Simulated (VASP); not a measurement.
A run of VASP 6.6.1 is set up as follows.

INCAR

```
ALGO = Normal
EDIFF = 1E-6
ENCUT = 600
GGA = RE
GGA_COMPAT = F
ISIF = 2
ISMEAR = 0
LASPH = T
LCHARG = T
LDAU = T
LDAUJ = 0 0
LDAUL = 2 -1
LDAUPRINT = 1
LDAUTYPE = 2
LDAUU = 4 0
LELF = T
LMAXMIX = 4
LREAL = F
LVHAR = T
LWAVE = F
NBANDS = 14
NELM = 200
PREC = Accurate
SIGMA = 0.15
```

KPOINTS

```
k-points
0
Gamma
  16 16 16
```

POSCAR

```
HfN
1.0
    0.0000000000      2.2208341742      2.2738140414
    2.2738140414      0.0000000000      2.2738140414
    2.2738140414      2.2208341742      0.0000000000
Hf N
1 1
Direct
    0.0010043247     -0.0010043247      0.0010043247
    0.4872021197      0.5127978803      0.4872021197
```

Potentials or basis: VASP PAW PBE potentials, release 64 (Hf_pv, N).

Launch:

```sh
$ cat potpaw_PBE.64/Hf_pv/POTCAR potpaw_PBE.64/N/POTCAR > POTCAR
$ mpirun -np 1 vasp_std > vasp.out
```

(1) What does it give for the band gap on the k mesh?

(2) What does it give for the largest force?

(3) Predict the pressure.

Results:

(1) zero (an odd number of electrons rules out a gap without spin polarisation).

(2) 1.071 eV/Å.

(3) 24.6 GPa.

Caveat: the stress differs along the axes, from 19 to 35 GPa; the PAW data sets were made with another functional, which shifts forces and pressure a little; spin-orbit coupling is left out, which moves the levels of the heavy elements; an odd number of electrons without spin polarisation forces a metal; a magnetic or distorted state may lie lower; U without spin polarisation on a metal has little footing.
